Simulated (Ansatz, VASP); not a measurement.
**ZrGa2S2: VASP beside Ansatz**

```
Zr Ga S
1.0
    -2.14375    2.14375    5.14619
     2.14375   -2.14375    5.14619
     2.14375    2.14375   -5.14619
Zr Ga S
1 2 2
Direct
  0.00000 0.00000 0.00000
  0.62882 0.62882 0.00000
  0.37118 0.37118 0.00000
  0.25000 0.75000 0.50000
  0.75000 0.25000 0.50000
```

Change from the starting cell: species swapped into the DyNi2Ge2 type (I4/mmm, No. 139).

Alike in both runs: task single point; functional PBE; k mesh 6 × 6 × 6; occupations gaussian, width 0.1 eV; no spin polarisation.

|  | VASP | Ansatz |
| --- | --- | --- |
| version | VASP 6.6.1 | Ansatz 0.2.0 |
| potentials or method | VASP PAW PBE potentials, release 64 (Zr_sv, Ga_d, S), cutoff 520 eV | scalar-relativistic, plane waves, PAW |
| valence electrons in the cell | 50 | 50 |

```csv
,VASP,Ansatz,Ansatz less VASP
gap on the k mesh at the Fermi level (eV),none,none,-
pressure (GPa),0.0,-0.1,-0.08
"traceless stress, the component that is largest in VASP (GPa)",-10.19,-10.22,-0.024
rms of the force components (eV/Å),0.198,0.194,-0.0040
```

Atom by atom the forces differ by 0.004 eV/Å (rms over components). A gap of «none» marks a metal or a gap that the smearing closes.
